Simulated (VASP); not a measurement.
AlGaN2, 4 atoms in the cell. It takes space group P-4m2 (No. 115, tetragonal). Conventional cell: a = 3.214 Å, b = 3.214 Å, c = 4.530 Å, α = 90.00°, β = 90.00°, γ = 90.00°. Al (site symmetry -4m2) has 4 N at 1.94 Å within 2.6 Å. Within 2.6 Å of Ga (site symmetry -4m2) lie 4 N at 1.99 Å. N (site symmetry 2mm) has 2 Al at 1.94 Å and 2 Ga at 1.99 Å within 2.6 Å.  This cell differs from its parent crystal: volume scaled by 1.10, then relaxed in part.

- Program: VASP 6.6.1
- Task: single point
- Functional: LDA
- Potentials or basis: VASP PAW LDA potentials, release 64 (Al, Ga_d, N)
- Cutoff: 520 eV
- k mesh: 8 × 8 × 6
- Occupations: gaussian, width 0.02 eV
- Spin: no spin polarisation
- Dipole correction: no
- Further INCAR settings: ALGO = Normal; EDIFF = 1e-06; NBANDS = 21

Potentials or basis: VASP PAW LDA potentials, release 64 (Al, Ga_d, N).

The run is started by

```console
$ cat potpaw_LDA.64/Al/POTCAR potpaw_LDA.64/Ga_d/POTCAR potpaw_LDA.64/N/POTCAR > POTCAR
$ mpirun -np 1 vasp_std > vasp.out
```

Hardware: 1 thread of AMD EPYC 9R45 96-Core Processor (Zen 5), with other jobs on the host.

Estimate the wall time of this run.

Run time: 24 s on 1 thread of AMD EPYC 9R45 96-Core Processor (Zen 5), on a shared host, peak memory 0.15 GiB. Counts: scf iterations 13, k points 60.
